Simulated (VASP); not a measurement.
# BN (P6_3mc) in VASP: notebook

BN is run at these levels: r2SCAN; tasks: single point.

All numbers are computed with VASP 6.6.1; they aren't measurements. Logs are shortened: lines on timing, memory, paths and dates and some standing lists are left out, and cuts for length are marked.

## 1. The cell of the first run

The structure is hexagonal, space group P6_3mc (No. 186). The conventional cell has a = 2.506 Å, b = 2.506 Å, c = 4.145 Å, α = 90.00°, β = 90.00°, γ = 120.00°. B (site symmetry 3m) has 4 N at 1.54 to 1.55 Å within 2.0 Å. N (site symmetry 3m) has 4 B at 1.54 to 1.55 Å within 2.0 Å.

## 2. Single point, r2SCAN (strain -0.015 along x and y, -0.015 along z)

POSCAR

```
BN
1.0
    2.5058070255      0.0000000000      0.0000000000
   -1.2529035128      2.1700925411      0.0000000000
    0.0000000000      0.0000000000      4.1446287606
B N
2 2
Direct
    0.6666666667      0.3333333333      0.9997995909
    0.3333333333      0.6666666667      0.4997995909
    0.6666666667      0.3333333333      0.6252004091
    0.3333333333      0.6666666667      0.1252004091
```

INCAR.step1

```
SYSTEM = BN
PREC     = Accurate       ! precision mode
ENCUT    = 520            ! plane-wave cutoff, eV
ISMEAR   = 0              ! smearing method
SIGMA    = 0.05           ! smearing width, eV
LREAL    = .False.        ! projectors in reciprocal space
LASPH    = .True.         ! aspherical terms in the spheres
NELM     = 80             ! most SCF steps
NBANDS   = 16             ! bands
GGA      = PE             ! functional
ALGO     = Normal         ! electronic algorithm
EDIFF    = 1E-4           ! SCF threshold, eV
LWAVE    = .True.         ! write WAVECAR
LCHARG   = .False.        ! write CHGCAR
```

INCAR.step2

```
SYSTEM = BN
PREC     = Accurate       ! precision mode
ENCUT    = 520            ! plane-wave cutoff, eV
EDIFF    = 1E-7           ! SCF threshold, eV
ISMEAR   = 0              ! smearing method
SIGMA    = 0.05           ! smearing width, eV
LREAL    = .False.        ! projectors in reciprocal space
LASPH    = .True.         ! aspherical terms in the spheres
NELM     = 80             ! most SCF steps
ALGO     = Normal         ! electronic algorithm
ISIF     = 2              ! what is computed and relaxed
LWAVE    = .False.        ! write WAVECAR
LCHARG   = .False.        ! write CHGCAR
METAGGA  = R2SCAN         ! meta-GGA
LMIXTAU  = .True.       
NBANDS   = 16             ! bands
ISTART   = 1
```

KPOINTS

```
Automatic mesh
0
Gamma
  12 12 6
  0 0 0
```

Potentials or basis: VASP PAW PBE potentials, release 64 (B, N).

Started as:

```console
> cat potpaw_PBE.64/B/POTCAR potpaw_PBE.64/N/POTCAR > POTCAR
> cp INCAR.step1 INCAR
> mpirun -np 1 vasp_std > vasp.out
> cp INCAR.step2 INCAR
> mpirun -np 1 vasp_std > vasp.out
```

OUTCAR:

```text
SYSTEM = BN
   PREC = Accurate
   ENCUT = 520
   EDIFF = 1E-7
   ISMEAR = 0
   LREAL = .False.
   LASPH = .True.
   NELM = 80
   ISIF = 2
   METAGGA = R2SCAN
   ISTART = 1

 ion  position               nearest neighbor table
   1  0.667  0.333  1.000-   4 1.54   4 1.54   4 1.54   3 1.55
   2  0.333  0.667  0.500-   3 1.54   3 1.54   3 1.54   4 1.55
   3  0.667  0.333  0.625-   2 1.54   2 1.54   2 1.54   1 1.55
   4  0.333  0.667  0.125-   1 1.54   1 1.54   1 1.54   2 1.55

  LATTYP: Found a hexagonal cell.
 ALAT       =     2.5058070255
 C/A-ratio  =     1.6540095540

  Lattice vectors:

 A1 = (   2.5058070255,   0.0000000000,   0.0000000000)
 A2 = (  -1.2529035128,   2.1700925411,   0.0000000000)
 A3 = (   0.0000000000,   0.0000000000,   4.1446287606)

Analysis of symmetry for initial positions (statically):
=====================================================================
 Subroutine PRICEL returns:
 Original cell was already a primitive cell.

 Routine SETGRP: Setting up the symmetry group for a
 hexagonal supercell.

 Subroutine GETGRP returns: Found 12 space group operations
 (whereof  6 operations were pure point group operations)
 out of a pool of 24 trial point group operations.

The static configuration has the point symmetry C_3v.
 The point group associated with its full space group is C_6v.

Analysis of symmetry for dynamics (positions and initial velocities):
=====================================================================
 Subroutine PRICEL returns:
 Original cell was already a primitive cell.

 Routine SETGRP: Setting up the symmetry group for a
 hexagonal supercell.

 Subroutine GETGRP returns: Found 12 space group operations
 (whereof  6 operations were pure point group operations)
 out of a pool of 24 trial point group operations.

The dynamic configuration has the point symmetry C_3v.
 The point group associated with its full space group is C_6v.

 Subroutine INISYM returns: Found 12 space group operations
 (whereof  6 operations are pure point group operations),
 and found     1 'primitive' translations

----------------------------------------------------------------------------------------

                                     Primitive cell

  volume of cell :      22.5378

  direct lattice vectors                    reciprocal lattice vectors
     2.505807025  0.000000000  0.000000000     0.399073029  0.230404921  0.000000000
    -1.252903513  2.170092541  0.000000000     0.000000000  0.460809842  0.000000000
     0.000000000  0.000000000  4.144628761     0.000000000  0.000000000  0.241276133

  length of vectors
     2.505807025  2.505807026  4.144628761     0.460809842  0.460809842  0.241276133

  position of ions in fractional coordinates (direct lattice)
     0.666666667  0.333333333  0.999799591
     0.333333333  0.666666667  0.499799591
     0.666666667  0.333333333  0.625200409
     0.333333333  0.666666667  0.125200409

  ion indices of the primitive-cell ions
   primitive index   ion index
                 1           1
                 2           2
                 3           3
                 4           4

----------------------------------------------------------------------------------------

 KPOINTS: Automatic mesh

Automatic generation of k-mesh.
 Grid dimensions read from file:
 generate k-points for:   12   12    6

 Generating k-lattice:

  Cartesian coordinates                     Fractional coordinates (reciprocal lattice)
     0.033256086  0.019200410  0.000000000     0.083333333  0.000000000  0.000000000
     0.000000000  0.038400820  0.000000000     0.000000000  0.083333333  0.000000000
     0.000000000  0.000000000  0.040212689     0.000000000  0.000000000  0.166666667

  Length of vectors
     0.038400820  0.038400820  0.040212689

  Shift w.r.t. Gamma in fractional coordinates (k-lattice)
     0.000000000  0.000000000  0.000000000

 Subroutine IBZKPT returns following result:
 ===========================================

 Found     76 irreducible k-points:

 Following reciprocal coordinates:
            Coordinates               Weight
  0.000000  0.000000  0.000000      1.000000
  0.083333  0.000000  0.000000      6.000000
  0.166667  0.000000  0.000000      6.000000
  0.250000  0.000000  0.000000      6.000000
  0.333333  0.000000  0.000000      6.000000
  0.416667  0.000000  0.000000      6.000000
[... 16 lines left out ...]
  0.250000  0.000000  0.166667     12.000000
  0.333333  0.000000  0.166667     12.000000
 [... further k-points ...]
   k-points           NKPTS =     76   k-points in BZ     NKDIM =     76   number of bands    NBANDS=     16
   number of dos      NEDOS =    301   number of ions     NIONS =      4
   total plane-waves  NPLWV =  12800
   dimension x,y,z NGX =    20 NGY =   20 NGZ =   32
   dimension x,y,z NGXF=    40 NGYF=   40 NGZF=   64
   ions per type =               2   2
   NGX,Y,Z   is equivalent  to a cutoff of  13.27, 13.27, 12.84 a.u.
   NGXF,Y,Z  is equivalent  to a cutoff of  26.54, 26.54, 25.67 a.u.
 SYSTEM =  BN
   PREC   = accura    normal or accurate (medium, high low for compatibility)
   ISTART =      1    job   : 0-new  1-cont  2-samecut
   ICHARG =      0    charge: 1-file 2-atom 10-const
   ISPIN  =      1    spin polarized calculation?
   LNONCOLLINEAR =      F non collinear calculations
   LSORBIT =      F    spin-orbit coupling
   LASPH  =      T    aspherical Exc in radial PAW
   ENCUT  =  520.0 eV  38.22 Ry    6.18 a.u.   4.66  4.66  7.71*2*pi/ulx,y,z
   NELM   =     80;   NELMIN=  2; NELMDL=  0     # of ELM steps
   EDIFF  = 0.1E-06   stopping-criterion for ELM
   LREAL  =      F    real-space projection
   EDIFFG = 0.1E-05   stopping-criterion for IOM
   NSW    =      0    number of steps for IOM
   IBRION =     -1    ionic relax: 0-MD 1-quasi-New 2-CG
   NFREE  =      0    steps in history (QN), initial steepest desc. (CG)
   ISIF   =      2    stress and relaxation
   ISYM   =      2    0-nonsym 1-usesym 2-fastsym
   POTIM  = 0.5000    time-step for ionic-motion
   TEBEG  =    0.0;   TEEND  =   0.0 temperature during run
   PSTRESS=    0.0 pullay stress
   NELECT =      16.0000    total number of electrons
   NUPDOWN=      -1.0000    fix difference up-down
   EMIN   =  10.00;   EMAX   =-10.00  energy-range for DOS
   EFERMI =   0.00;   METHOD = LEGACY
   ISMEAR =     0;   SIGMA  =   0.05  broadening in eV -4-tet -1-fermi 0-gaus
   EFERMI_NEDOS =   21; number of points for ismear=-14 and -15
   IALGO  =     38    algorithm
   IMIX   =      4    mixing-type and parameters
     AMIX     =   0.40;   BMIX     =  1.00
     AMIX_MAG =   1.60;   BMIX_MAG =  1.00
  volume/ion in A,a.u.               =       5.63        38.02
  Fermi-wavevector in a.u.,A,eV,Ry     =   1.460420  2.759793 29.018852  2.132825
  Thomas-Fermi vector in A             =   2.576871
   LORBIT       =      0    0 simple, 1 ext, 2 COOP (PROOUT), +10 PAW based schemes
   METAGGA = R2SCAN    functional components
   LHFCALC =     F    Hartree Fock is set to
   AEXX    =    0.0000 exact exchange contribution
   IVDW    =     0    specifies the selected vdW correction
   LEPSILON=     F    determine dielectric tensor
   LRPA    =     F    only Hartree local field effects (RPA)
 non-spin polarized calculation
 Gauss-broadening in eV      SIGMA  =   0.05
  energy-cutoff  :      520.00
  volume of cell :       22.54
 maximum number of plane-waves:       622
 NGX is ok and might be reduce to    20
   NGX =  9   NGY =  9   NGZ = 15

 number of electron      15.9999998 magnetization

 Free energy of the ion-electron system (eV)
  ---------------------------------------------------
  ext. energy  EPLUGINS =         0.00000000
  ---------------------------------------------------
  free energy    TOTEN  =       -38.19498043 eV

  energy without entropy =      -38.19498043  energy(sigma->0) =      -38.19498043

 E-fermi :   8.3350     XC(G=0): -13.8877

 val. band max:        8.0061052764   @ k =   0.0000   0.0000   0.0000
 cond. band min:      13.6573058945   @ k =   0.3333   0.3333   0.0000
 fundamental gap:      5.6512006181
 Fermi energy:         8.3349679640

 k-point     1 :       0.0000    0.0000    0.0000
  band No.  band energies     occupation
      1     -14.0341      2.00000
      2      -9.5727      2.00000
      3      -3.7762      2.00000
      4       5.6927      2.00000
      5       5.6927      2.00000
      6       7.7193      2.00000
[... 8 lines left out ...]
     15      21.1300      0.00000
     16      26.0768      0.00000

 k-point     2 :       0.0833    0.0000    0.0000
  band No.  band energies     occupation
      1     -13.8716      2.00000
      2      -9.4474      2.00000
      3      -3.6154      2.00000
      4       4.9474      2.00000
      5       5.3828      2.00000
      6       7.3895      2.00000
[... 8 lines left out ...]
     15      21.6298      0.00000
     16      25.7677      0.00000

 k-point     3 :       0.1667    0.0000    0.0000
  band No.  band energies     occupation
      1     -13.3890      2.00000
      2      -9.0888      2.00000
      3      -3.1393      2.00000
      4       3.1525      2.00000
      5       4.6571      2.00000
      6       5.8668      2.00000
[... 8 lines left out ...]
     15      22.9335      0.00000
     16      24.8309      0.00000

 k-point     4 :       0.2500    0.0000    0.0000
  band No.  band energies     occupation
      1     -12.6050      2.00000
      2      -8.5648      2.00000
      3      -2.3704      2.00000
      4       1.0264      2.00000
      5       3.8463      2.00000
      6       3.9538      2.00000
[... 8 lines left out ...]
     15      24.6291      0.00000
     16      25.1343      0.00000
[... 324 lines left out ...]
 k-point    22 :       0.1667    0.0000    0.1667
  band No.  band energies     occupation
      1     -13.2135      2.00000
      2      -9.6553      2.00000
      3      -2.2863      2.00000
      4       3.3096      2.00000
      5       4.8005      2.00000
      6       5.3952      2.00000
[... 8 lines left out ...]
     15      22.5758      0.00000
     16      24.9462      0.00000

 k-point    23 :       0.2500    0.0000    0.1667
  band No.  band energies     occupation
      1     -12.4349      2.00000
      2      -9.0686      2.00000
      3      -1.6740      2.00000
      4       1.2624      2.00000
      5       3.4852      2.00000
      6       3.9978      2.00000
[... 8 lines left out ...]
     15      24.2458      0.00000
     16      25.2665      0.00000

 k-point    24 :       0.3333    0.0000    0.1667
  band No.  band energies     occupation
      1     -11.4051      2.00000
      2      -8.4389      2.00000
      3      -1.5213      2.00000
      4       0.0419      2.00000
      5       1.5520      2.00000
      6       3.3214      2.00000
[... 8 lines left out ...]
     15      25.8414      0.00000
     16      26.2335      0.00000

 [... further k-points ...]

------------------------ aborting loop because EDIFF is reached ----------------------------------------

  FORCE on cell =-STRESS in cart. coord.  units (eV):
  Direction    XX          YY          ZZ          XY          YZ          ZX
  --------------------------------------------------------------------------------------
  -------------------------------------------------------------------------------------
  Total        2.8864249      2.8864249      2.9196329     -0.0000000      0.0000000      0.0000000
  in kB      205.1914849    205.1914849    207.5521881     -0.0000000      0.0000000      0.0000000
  external PRESSURE =     205.9783860 kB  Pullay stress =       0.0000000 kB

 VOLUME and BASIS-vectors are now :
 -----------------------------------------------------------------------------
  energy-cutoff  :      520.00
  volume of cell :       22.54
      direct lattice vectors                 reciprocal lattice vectors
     2.505807025  0.000000000  0.000000000     0.399073029  0.230404921  0.000000000
    -1.252903513  2.170092541  0.000000000     0.000000000  0.460809842  0.000000000
     0.000000000  0.000000000  4.144628761     0.000000000  0.000000000  0.241276133

 POSITION                                       TOTAL-FORCE (eV/Angst)
 -----------------------------------------------------------------------------------
      1.25290      0.72336      4.14380        -0.000000     -0.000000     -0.039936
     -0.00000      1.44673      2.07148         0.000000      0.000000     -0.039936
      1.25290      0.72336      2.59122         0.000000      0.000000      0.039936
     -0.00000      1.44673      0.51891        -0.000000     -0.000000      0.039936
 -----------------------------------------------------------------------------------
    total drift:                               -0.000000     -0.000000      0.002036

  FREE ENERGIE OF THE ION-ELECTRON SYSTEM (eV)
  ---------------------------------------------------
  free  energy   TOTEN  =       -38.1949804346 eV

  energy  without entropy=      -38.1949804346  energy(sigma->0) =      -38.19498043
```

Run time: 62 s. Hardware: 1 thread of Intel Xeon 6975P-C (Granite Rapids), shared host; peak memory 0.14 GiB.

Results:

```
Free energy            : -38.1950 eV
Pressure               : 20.6 GPa
Largest force          : 0.040 eV/Å
Band gap on the k mesh : 5.65 eV (least direct gap 9.21 eV)
```

Forces in eV/Å, atoms in the order of the input:
```
B    0.000  0.000 -0.040
B    0.000  0.000 -0.040
N    0.000  0.000  0.040
N    0.000  0.000  0.040
```

Stress tensor (GPa, compression positive):
```
20.52  0.00  0.00
 0.00 20.52  0.00
 0.00  0.00 20.76
```

Caveat: the cell differs from its parent crystal (strain -0.015 along x and y, -0.015 along z); the cell stands under pressure; the PAW data sets were made with another functional, which shifts forces and pressure a little. A k mesh can miss the band edges.

(Part 1 of 2 ends here.)
